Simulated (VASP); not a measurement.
# HfSiO4 (I-4m2) in VASP: notebook

The runs below take HfSiO4 through single point, with PBEsol, r2SCAN, PBE.

All numbers are computed with VASP 6.6.1; they aren't measurements. Logs are shortened: lines on timing, memory, paths and dates and some standing lists are left out, and cuts for length are marked.

## (1) The cell of the first run

It takes space group I-4m2 (No. 119, tetragonal). Conventional cell: a = 3.714 Å, b = 3.714 Å, c = 9.802 Å, α = 90.00°, β = 90.00°, γ = 90.00°. Si (site symmetry -4m2) has 6 O at 1.74 to 1.88 Å within 2.3 Å. Hf (site symmetry -4m2) has 6 O at 1.99 to 2.16 Å within 2.6 Å. O (site symmetry 2mm) has 2 Si at 1.88 Å and 1 Hf at 2.16 Å and 2 O at 2.36 Å within 2.5 Å. Within 2.4 Å of O (site symmetry 2mm) lie 1 Si at 1.74 Å and 2 Hf at 1.99 Å and 2 O at 2.36 Å.

## (2) Single point, PBEsol

The input, INCAR:

```
  ALGO = Normal
  EDIFF = 1E-6
  ENCUT = 520
  GGA = PS
  ISIF = 2
  ISMEAR = -1
  LASPH = T
  LCHARG = F
  LREAL = F
  LWAVE = F
  NBANDS = 28
  NELM = 100
  PREC = Accurate
  SIGMA = 0.02
```

The input, KPOINTS:

```
k-points
0
Gamma
  8 8 8
```

The input, POSCAR:

```
HfSiO4
1.0
   -1.8571060390      1.8571060390      4.9009016220
    1.8571060390     -1.8571060390      4.9009016220
    1.8571060390      1.8571060390     -4.9009016220
Si Hf O
1 1 4
Direct
    0.0000000000      0.0000000000      0.0000000000
    0.7500000000      0.2500000000      0.5000000000
    0.9705019591      0.4705019591      0.5000000000
    0.1778470788      0.1778470788      0.0000000000
    0.5294980409      0.0294980409      0.5000000000
    0.8221529212      0.8221529212      0.0000000000
```

Potentials or basis: VASP PAW PBE potentials, release 64 (Si, Hf_pv, O).

Command:

```bash
cat potpaw_PBE.64/Si/POTCAR potpaw_PBE.64/Hf_pv/POTCAR potpaw_PBE.64/O/POTCAR > POTCAR
mpirun -np 1 vasp_std > vasp.out
```

OUTCAR:

```text
EDIFF = 1E-6
   ENCUT = 520
   GGA = PS
   ISIF = 2
   ISMEAR = -1
   LASPH = T
   LREAL = F
   NELM = 100
   PREC = Accurate

 ion  position               nearest neighbor table
   1  0.000  0.000  0.000-   4 1.74   6 1.74   5 1.88   3 1.88   5 1.88   3 1.88   2 3.07   2 3.07
                             2 3.07   2 3.07
   2  0.750  0.250  0.500-   6 1.99   4 1.99   6 1.99   4 1.99   3 2.16   5 2.16   1 3.07   1 3.07
                             1 3.07   1 3.07
   3  0.971  0.471  0.500-   1 1.88   1 1.88   2 2.16
   4  0.178  0.178  0.000-   1 1.74   2 1.99   2 1.99
   5  0.529  0.029  0.500-   1 1.88   1 1.88   2 2.16
   6  0.822  0.822  0.000-   1 1.74   2 1.99   2 1.99

  LATTYP: Found a body centered tetragonal cell.
 ALAT       =     3.7142120780
 C/A-ratio  =     2.6389993458

  Lattice vectors:

 A1 = (  -1.8571060390,   1.8571060390,   4.9009016220)
 A2 = (   1.8571060390,  -1.8571060390,   4.9009016220)
 A3 = (   1.8571060390,   1.8571060390,  -4.9009016220)

Analysis of symmetry for initial positions (statically):
=====================================================================
 Subroutine PRICEL returns:
 Original cell was already a primitive cell.

 Routine SETGRP: Setting up the symmetry group for a
 body centered tetragonal supercell.

 Subroutine GETGRP returns: Found  8 space group operations
 (whereof  8 operations were pure point group operations)
 out of a pool of 16 trial point group operations.

The static configuration has the point symmetry D_2d.

Analysis of symmetry for dynamics (positions and initial velocities):
=====================================================================
 Subroutine PRICEL returns:
 Original cell was already a primitive cell.

 Routine SETGRP: Setting up the symmetry group for a
 body centered tetragonal supercell.

 Subroutine GETGRP returns: Found  8 space group operations
 (whereof  8 operations were pure point group operations)
 out of a pool of 16 trial point group operations.

The dynamic configuration has the point symmetry D_2d.

 Subroutine INISYM returns: Found  8 space group operations
 (whereof  8 operations are pure point group operations),
 and found     1 'primitive' translations

----------------------------------------------------------------------------------------

                                     Primitive cell

  volume of cell :      67.6098

  direct lattice vectors                    reciprocal lattice vectors
    -1.857106039  1.857106039  4.900901622     0.000000000  0.269236107  0.102022044
     1.857106039 -1.857106039  4.900901622     0.269236107  0.000000000  0.102022044
     1.857106039  1.857106039 -4.900901622     0.269236107  0.269236107  0.000000000

  length of vectors
     5.560262799  5.560262799  5.560262799     0.287917660  0.287917660  0.380757354

  position of ions in fractional coordinates (direct lattice)
     0.000000000  0.000000000  0.000000000
     0.750000000  0.250000000  0.500000000
     0.970501959  0.470501959  0.500000000
     0.177847079  0.177847079  0.000000000
     0.529498041  0.029498041  0.500000000
     0.822152921  0.822152921  0.000000000

  ion indices of the primitive-cell ions
   primitive index   ion index
                 1           1
                 2           2
                 3           3
                 4           4
                 5           5
                 6           6

----------------------------------------------------------------------------------------

 KPOINTS: k-points

Automatic generation of k-mesh.
 Grid dimensions read from file:
 generate k-points for:    8    8    8

 Generating k-lattice:

  Cartesian coordinates                     Fractional coordinates (reciprocal lattice)
     0.000000000  0.033654513  0.012752755     0.125000000  0.000000000  0.000000000
     0.033654513  0.000000000  0.012752755     0.000000000  0.125000000  0.000000000
     0.033654513  0.033654513  0.000000000     0.000000000  0.000000000  0.125000000

  Length of vectors
     0.035989707  0.035989707  0.047594669

  Shift w.r.t. Gamma in fractional coordinates (k-lattice)
     0.000000000  0.000000000  0.000000000

 Subroutine IBZKPT returns following result:
 ===========================================

 Found     59 irreducible k-points:

 Following reciprocal coordinates:
            Coordinates               Weight
  0.000000  0.000000  0.000000      1.000000
  0.125000  0.000000 -0.000000      8.000000
  0.250000  0.000000 -0.000000      8.000000
  0.375000  0.000000 -0.000000      8.000000
  0.500000  0.000000 -0.000000      4.000000
  0.125000  0.125000 -0.000000      8.000000
[... 16 lines left out ...]
  0.250000  0.125000  0.125000     16.000000
  0.375000  0.125000  0.125000      8.000000
 [... further k-points ...]
   k-points           NKPTS =     59   k-points in BZ     NKDIM =     59   number of bands    NBANDS=     28
   number of dos      NEDOS =    301   number of ions     NIONS =      6
[... 33 lines left out ...]
   IALGO  =     38    algorithm
   IMIX   =      4    mixing-type and parameters
     AMIX     =   0.40;   BMIX     =  1.00
     AMIX_MAG =   1.60;   BMIX_MAG =  1.00
  volume/ion in A,a.u.               =      11.27        76.04
  Fermi-wavevector in a.u.,A,eV,Ry     =   1.351034  2.553084 24.834612  1.825293
  Thomas-Fermi vector in A             =   2.478489
   LORBIT       =      0    0 simple, 1 ext, 2 COOP (PROOUT), +10 PAW based schemes
   GGA     = PS    functional components
   LHFCALC =     F    Hartree Fock is set to
   AEXX    =    0.0000 exact exchange contribution
   IVDW    =     0    specifies the selected vdW correction
   LEPSILON=     F    determine dielectric tensor
   LRPA    =     F    only Hartree local field effects (RPA)
 non-spin polarized calculation
  energy-cutoff  :      520.00
  volume of cell :       67.61
 maximum number of plane-waves:      1832
 NGX is ok and might be reduce to    42
   NGX = 21   NGY = 21   NGZ = 21

 number of electron      38.0000006 magnetization

 Free energy of the ion-electron system (eV)
  ---------------------------------------------------
  ext. energy  EPLUGINS =         0.00000000
  ---------------------------------------------------
  free energy    TOTEN  =       -55.16143462 eV

  energy without entropy =      -55.16143462  energy(sigma->0) =      -55.16143462

 E-fermi :   4.1444     XC(G=0): -10.9573

 val. band max:        3.5998218792   @ k =   0.5000   0.5000  -0.0000
 cond. band min:       7.5735081054   @ k =   0.2500   0.2500   0.2500
 fundamental gap:      3.9736862262
 Fermi energy:         4.1444165722

 k-point     1 :       0.0000    0.0000    0.0000
  band No.  band energies     occupation
      1     -26.0785      2.00000
      2     -26.0785      2.00000
      3     -26.0300      2.00000
      4     -16.3862      2.00000
      5     -15.0257      2.00000
      6     -13.6042      2.00000
[... 20 lines left out ...]
     27      15.4264      0.00000
     28      16.1959      0.00000

 k-point     2 :       0.1250    0.0000   -0.0000
  band No.  band energies     occupation
      1     -26.1368      2.00000
      2     -26.0769      2.00000
      3     -26.0168      2.00000
      4     -16.2771      2.00000
      5     -14.9868      2.00000
      6     -13.5639      2.00000
[... 20 lines left out ...]
     27      15.5629      0.00000
     28      15.7694      0.00000

 k-point     3 :       0.2500    0.0000   -0.0000
  band No.  band energies     occupation
      1     -26.2537      2.00000
      2     -26.0731      2.00000
      3     -26.0054      2.00000
      4     -16.0114      2.00000
      5     -14.8735      2.00000
      6     -13.4711      2.00000
[... 20 lines left out ...]
     27      14.9877      0.00000
     28      15.4000      0.00000

 k-point     4 :       0.3750    0.0000   -0.0000
  band No.  band energies     occupation
      1     -26.3623      2.00000
      2     -26.0692      2.00000
      3     -25.9982      2.00000
      4     -15.7485      2.00000
      5     -14.6987      2.00000
      6     -13.4150      2.00000
[... 578 lines left out ...]
     27      14.4979      0.00000
     28      15.1208      0.00000

 k-point    23 :       0.2500    0.1250    0.1250
  band No.  band energies     occupation
      1     -26.3556      2.00000
      2     -26.2427      2.00000
      3     -25.9706      2.00000
      4     -15.3195      2.00000
      5     -14.5872      2.00000
      6     -13.3938      2.00000
[... 20 lines left out ...]
     27      14.0718      0.00000
     28      14.8201      0.00000

 k-point    24 :       0.3750    0.1250    0.1250
  band No.  band energies     occupation
      1     -26.3989      2.00000
      2     -26.2409      2.00000
      3     -25.9676      2.00000
      4     -15.1916      2.00000
      5     -14.4907      2.00000
      6     -13.4449      2.00000
[... 20 lines left out ...]
     27      14.0245      0.00000
     28      14.3635      0.00000

 [... further k-points ...]
[... 5 lines left out ...]
  --------------------------------------------------------------------------------------
  -------------------------------------------------------------------------------------
  Total       -0.4328080     -0.4328080     -0.5055563      0.0000000      0.0000000      0.0000000
  in kB      -10.2564361    -10.2564361    -11.9803835      0.0000000      0.0000000      0.0000000
  external PRESSURE =     -10.8310853 kB  Pullay stress =       0.0000000 kB

 VOLUME and BASIS-vectors are now :
 -----------------------------------------------------------------------------
  energy-cutoff  :      520.00
  volume of cell :       67.61
      direct lattice vectors                 reciprocal lattice vectors
    -1.857106039  1.857106039  4.900901622     0.000000000  0.269236107  0.102022044
     1.857106039 -1.857106039  4.900901622     0.269236107  0.000000000  0.102022044
     1.857106039  1.857106039 -4.900901622     0.269236107  0.269236107  0.000000000

 POSITION                                       TOTAL-FORCE (eV/Angst)
 -----------------------------------------------------------------------------------
      0.00000      0.00000      0.00000        -0.000000      0.000000      0.000000
     -0.00000      1.85711      2.45045        -0.000000      0.000000      0.000000
      0.00000      1.85711      4.61177         0.000000     -0.000000     -0.108937
      0.00000      0.00000      1.74322        -0.000000      0.000000      0.158658
      0.00000      1.85711      0.28913         0.000000     -0.000000      0.108937
      0.00000      0.00000      8.05858        -0.000000      0.000000     -0.158658
 -----------------------------------------------------------------------------------
    total drift:                                0.000000     -0.000000     -0.000000

  FREE ENERGIE OF THE ION-ELECTRON SYSTEM (eV)
  ---------------------------------------------------
  free  energy   TOTEN  =       -55.1614346221 eV

  energy  without entropy=      -55.1614346221  energy(sigma->0) =      -55.16143462
```

Run time: 2.6 min. Hardware: 1 thread of Intel Xeon Platinum 8259CL at 2.50GHz (Skylake/Cascade Lake), shared host; peak memory 0.31 GiB.

Results:

```yaml
Free_energy: -55.1614 eV
Pressure: -1.1 GPa
Largest_force: 0.159 eV/Å
Band_gap_on_the_k_mesh: 3.97 eV (least direct gap 3.98 eV)
```

Forces in eV/Å, atoms in the order of the input:
```
Si   0.000  0.000  0.000
Hf   0.000  0.000  0.000
O    0.000  0.000 -0.109
O    0.000  0.000  0.159
O    0.000  0.000  0.109
O    0.000  0.000 -0.159
```

Stress tensor (GPa, compression positive):
```
-1.03  0.00  0.00
 0.00 -1.03  0.00
 0.00  0.00 -1.20
```

Levels at points of the mesh, in eV from the valence-band top:
| k point | band 17 | band 18 | band 19 | band 20 | band 21 | band 22 |
| --- | --- | --- | --- | --- | --- | --- |
| (0.00, 0.00, 0.00) | -1.26 | -0.52 | -0.52 | 4.03 | 4.36 | 6.90 |
| (0.50, 0.00, 0.00) | -1.44 | -1.36 | -1.02 | 4.47 | 5.28 | 6.88 |
| (0.50, 0.50, 0.00) | -1.96 | -1.03 | 0.00 | 4.18 | 4.24 | 6.59 |
| (0.50, 0.50, 0.50) | -1.59 | -0.36 | -0.36 | 4.08 | 4.97 | 6.04 |

Caveat: the PAW data sets were made with another functional, which shifts forces and pressure a little; spin-orbit coupling is left out, which moves the levels of the heavy elements. A k mesh can miss the band edges.

## (3) Single point, r2SCAN

This run uses another cell than the first one, of 11.24 Å³/atom.

The input, POSCAR:

```
HfSiO4
1.0
   -1.8587834061      1.8587834061      4.8804273772
    1.8587834061     -1.8587834061      4.8804273772
    1.8587834061      1.8587834061     -4.8804273772
Si Hf O
1 1 4
Direct
    0.0000000000      0.0000000000      0.0000000000
    0.7500000000      0.2500000000      0.5000000000
    0.9717186282      0.4717186282      0.5000000000
    0.1777386620      0.1777386620      0.0000000000
    0.5282813718      0.0282813718      0.5000000000
    0.8222613380      0.8222613380      0.0000000000
```

The input, INCAR.step1:

```
PREC     = Accurate       # precision mode
ENCUT    = 520            # plane-wave cutoff, eV
ISMEAR   = -1             # smearing method
SIGMA    = 0.02           # smearing width, eV
LREAL    = F              # projectors in reciprocal space
LASPH    = T              # aspherical terms in the spheres
NELM     = 60             # most SCF steps
NBANDS   = 28             # bands
GGA      = PE             # functional
ALGO     = Normal         # electronic algorithm
EDIFF    = 1E-4           # SCF threshold, eV
LWAVE    = T              # write WAVECAR
LCHARG   = F              # write CHGCAR
```

The input, INCAR.step2:

```
PREC     = Accurate       # precision mode
ENCUT    = 520            # plane-wave cutoff, eV
EDIFF    = 1E-6           # SCF threshold, eV
ISMEAR   = -1             # smearing method
SIGMA    = 0.02           # smearing width, eV
LREAL    = F              # projectors in reciprocal space
LASPH    = T              # aspherical terms in the spheres
NELM     = 60             # most SCF steps
ALGO     = Normal         # electronic algorithm
ISIF     = 2              # what is computed and relaxed
LWAVE    = F              # write WAVECAR
LCHARG   = T              # write CHGCAR
METAGGA  = R2SCAN         # meta-GGA
LMIXTAU  = T            
LELF     = T              # ELF
LVHAR    = T            
NBANDS   = 28             # bands
ISTART   = 1
```

The input, KPOINTS:

```
Automatic mesh
0
Gamma
  8 8 8
```

Potentials or basis: VASP PAW PBE potentials, release 64 (Si, Hf_pv, O).

Command:

```bash
cat potpaw_PBE.64/Si/POTCAR potpaw_PBE.64/Hf_pv/POTCAR potpaw_PBE.64/O/POTCAR > POTCAR
cp INCAR.step1 INCAR
mpirun -np 1 vasp_std > vasp.out
cp INCAR.step2 INCAR
mpirun -np 1 vasp_std > vasp.out
```

Run time: 11 min. Hardware: 1 thread of Intel Xeon Platinum 8259CL at 2.50GHz (Skylake/Cascade Lake), shared host; peak memory 0.34 GiB.

The run converged. Its results:

```
Free energy            : -96.9206 eV
Pressure               : -1.5 GPa
Largest force          : 0.171 eV/Å
Band gap on the k mesh : 4.41 eV (least direct gap 4.41 eV)
```

Forces in eV/Å, atoms in the order of the input:
```
Si   0.000  0.000  0.000
Hf   0.000  0.000  0.000
O    0.000  0.000 -0.133
O    0.000  0.000  0.171
O    0.000  0.000  0.133
O    0.000  0.000 -0.171
```

Stress tensor (GPa, compression positive):
```
-1.36  0.00  0.00
 0.00 -1.36  0.00
 0.00  0.00 -1.63
```

Levels at points of the mesh, in eV from the valence-band top:
```csv
k point,band 16,band 17,band 18,band 19,band 20,band 21,band 22,band 23
"(0.00, 0.00, 0.00)",-2.55,-1.37,-0.60,-0.60,4.52,5.06,7.62,8.03
"(0.50, 0.00, 0.00)",-2.33,-1.54,-1.45,-1.11,4.96,5.78,7.54,7.56
"(0.50, 0.50, 0.00)",-2.56,-2.10,-1.13,0.00,4.61,4.72,7.13,8.36
"(0.50, 0.50, 0.50)",-2.35,-1.66,-0.45,-0.45,4.57,5.67,6.66,7.92
```

Caveat: the PAW data sets were made with another functional, which shifts forces and pressure a little; spin-orbit coupling is left out, which moves the levels of the heavy elements.

## (4) Single point, PBE

This run uses another cell than the first one, of 11.24 Å³/atom.

The input, INCAR:

```
ALGO     = Normal         # electronic algorithm
EDIFF    = 1E-7           # SCF threshold, eV
ENCUT    = 520            # plane-wave cutoff, eV
GGA      = PE             # functional
ISIF     = 2              # what is computed and relaxed
ISMEAR   = -1             # smearing method
LASPH    = True           # aspherical terms in the spheres
LCHARG   = False          # write CHGCAR
LREAL    = False          # projectors in reciprocal space
LWAVE    = False          # write WAVECAR
NBANDS   = 28             # bands
NELM     = 100            # most SCF steps
PREC     = Accurate       # precision mode
SIGMA    = 0.02           # smearing width, eV
```

The input, KPOINTS:

```
k-points
0
Gamma
  10 10 10
```

POSCAR is that of step 3.

Command:

```bash
cat potpaw_PBE.64/Si/POTCAR potpaw_PBE.64/Hf_pv/POTCAR potpaw_PBE.64/O/POTCAR > POTCAR
mpirun -np 1 vasp_std > vasp.out
```

Run time: 5.1 min. Hardware: 1 thread of Intel Xeon Platinum 8259CL at 2.50GHz (Skylake/Cascade Lake), shared host; peak memory 0.37 GiB.

It converged, with:

```
Free energy            : -52.6547 eV
Pressure               : 4.7 GPa
Largest force          : 0.274 eV/Å
Band gap on the k mesh : 3.98 eV (least direct gap 3.99 eV)
```

Forces on the atoms (eV/Å):
```
Si   0.000  0.000  0.000
Hf   0.000  0.000  0.000
O    0.000  0.000 -0.086
O    0.000  0.000  0.274
O    0.000  0.000  0.086
O    0.000  0.000 -0.274
```

Stress tensor (GPa, compression positive):
```
4.44 0.00 0.00
0.00 4.44 0.00
0.00 0.00 5.28
```

Levels at points of the mesh, in eV from the valence-band top:
| k point | band 15 | band 16 | band 17 | band 18 | band 19 | band 20 | band 21 | band 22 | band 23 | band 24 |
| --- | --- | --- | --- | --- | --- | --- | --- | --- | --- | --- |
| (0.00, 0.00, 0.00) | -2.48 | -2.48 | -1.31 | -0.56 | -0.56 | 4.01 | 4.43 | 6.94 | 7.53 | 7.53 |
| (0.50, 0.00, 0.00) | -2.61 | -2.26 | -1.48 | -1.40 | -1.06 | 4.48 | 5.26 | 6.94 | 7.04 | 7.76 |
| (0.50, 0.50, 0.00) | -2.81 | -2.50 | -2.03 | -1.07 | 0.00 | 4.18 | 4.25 | 6.55 | 7.75 | 7.77 |
| (0.50, 0.50, 0.50) | -2.25 | -2.25 | -1.59 | -0.41 | -0.41 | 4.06 | 4.99 | 6.16 | 7.32 | 7.49 |

Caveat: the cell stands under pressure; spin-orbit coupling is left out, which moves the levels of the heavy elements.

## (5) The runs side by side

| level | cell | k mesh | gap on the mesh (eV) | pressure (GPa) | largest force (eV/Å) |
| --- | --- | --- | --- | --- | --- |
| PBEsol | a = 5.560 Å, angles 141.0, 141.0, 56.4°, 6 atoms | 8 × 8 × 8 | 3.97 | -1.1 | 0.16 |
| r2SCAN | a = 5.543 Å, angles 140.8, 140.8, 56.6°, 6 atoms | 8 × 8 × 8 | 4.41 | -1.5 | 0.17 |
| PBE | a = 5.543 Å, angles 140.8, 140.8, 56.6°, 6 atoms | 10 × 10 × 10 | 3.98 | 4.7 | 0.27 |

Alike in all rows: task single point; potentials or basis VASP PAW PBE potentials, release 64 (Si, Hf_pv, O); no spin polarisation; cutoff (eV) 520; smearing fermi-dirac 0.02 eV.

Caveats: spin-orbit coupling is left out, which moves the levels of the heavy elements; the PAW data sets were made with another functional, which shifts forces and pressure a little (at least some runs); the cell stands under pressure (at least some runs).

Absolute energies hang on the potentials; compare differences alone.
